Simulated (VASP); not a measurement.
# P: single point with PBE

Crystal: P.

```
CELL_PARAMETERS angstrom
2.55511 0.00000 0.00000
-1.27756 2.21279 0.00000
0.00000 0.00000 2.39819
ATOMIC_POSITIONS crystal
P 0.00000 0.00000 0.00000
```

```
Program             : VASP 6.6.1
Task                : single point
Functional          : PBE
Potentials or basis : VASP PAW PBE potentials, release 64 (P)
Cutoff              : 520 eV
k mesh              : 18 × 18 × 17
Occupations         : fermi-dirac, width 0.05 eV
Spin                : no spin polarisation
```

| Item | Value |
| --- | --- |
| Pressure | 9.4 GPa |

Levels at points of the mesh, in eV from the Fermi level:
| k point | band 1 | band 2 | band 3 | band 4 | band 5 | band 6 | band 7 |
| --- | --- | --- | --- | --- | --- | --- | --- |
| (0.00, 0.00, 0.00) | -17.30 | 5.16 | 6.69 | 6.73 | 6.73 | 11.68 | 11.68 |
| (0.50, 0.00, 0.00) | -11.29 | -8.93 | 2.28 | 5.54 | 9.06 | 14.76 | 15.12 |

It took 20 s on 1 thread of Intel(R) Xeon(R) Platinum 8559C (Emerald Rapids) (shared host), peak memory 0.14 GiB.
